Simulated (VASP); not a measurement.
Set up this calculation in VASP 6.6.1, as the native input.

| Item | Value |
| --- | --- |
| Task | single point |
| Functional | PBEsol |
| Potentials or basis | VASP PAW PBE potentials, release 64 (Ru_pv) |
| Cutoff | 520 eV |
| k mesh | 19 × 19 × 19 |
| Occupations | fermi-dirac, width 0.05 eV |
| Spin | no spin polarisation |
| Dipole correction | no |
| Further INCAR settings | ALGO = Normal; EDIFF = 1e-07; NBANDS = 21 |

The structure of Ru lies in POSCAR:

```
Ru
1.0
   -2.1115474566      2.1115474566      1.1383887685
    2.1115474566     -2.1115474566      1.1383887685
    2.1115474566      2.1115474566     -1.1383887685
Ru
2
Direct
   -0.3750000000     -0.1250000000     -0.2500000000
    0.3750000000      0.1250000000      0.2500000000
```

One way to write it, as run:

INCAR

```
SYSTEM = Ru
PREC     = Accurate       ! precision mode
ENCUT    = 520            ! plane-wave cutoff, eV
EDIFF    = 1E-7           ! SCF threshold, eV
ISMEAR   = -1             ! smearing method
SIGMA    = 0.05           ! smearing width, eV
LREAL    = .FALSE.        ! projectors in reciprocal space
LASPH    = .TRUE.         ! aspherical terms in the spheres
NELM     = 60             ! most SCF steps
ALGO     = Normal         ! electronic algorithm
ISIF     = 2              ! what is computed and relaxed
LWAVE    = .FALSE.        ! write WAVECAR
LCHARG   = .FALSE.        ! write CHGCAR
GGA      = PS             ! functional
NBANDS   = 21             ! bands
```

KPOINTS

```
regular mesh
0
G
  19 19 19
  0 0 0
```

Potentials or basis: VASP PAW PBE potentials, release 64 (Ru_pv).

Command:

```bash
$ cat potpaw_PBE.64/Ru_pv/POTCAR > POTCAR
$ mpirun -np 1 vasp_std > vasp.out
```

Results of the run:

```
Pressure               : 244.3 GPa
Band gap on the k mesh : zero (band 14 reaches 20.58 eV, above the bottom of band 15 at 17.69 eV)
```

Caveat: the PAW data sets were made with another functional, which shifts forces and pressure a little.

It took 97 s on 1 thread of Intel Xeon 6975P-C (shared host), peak memory 0.29 GiB.
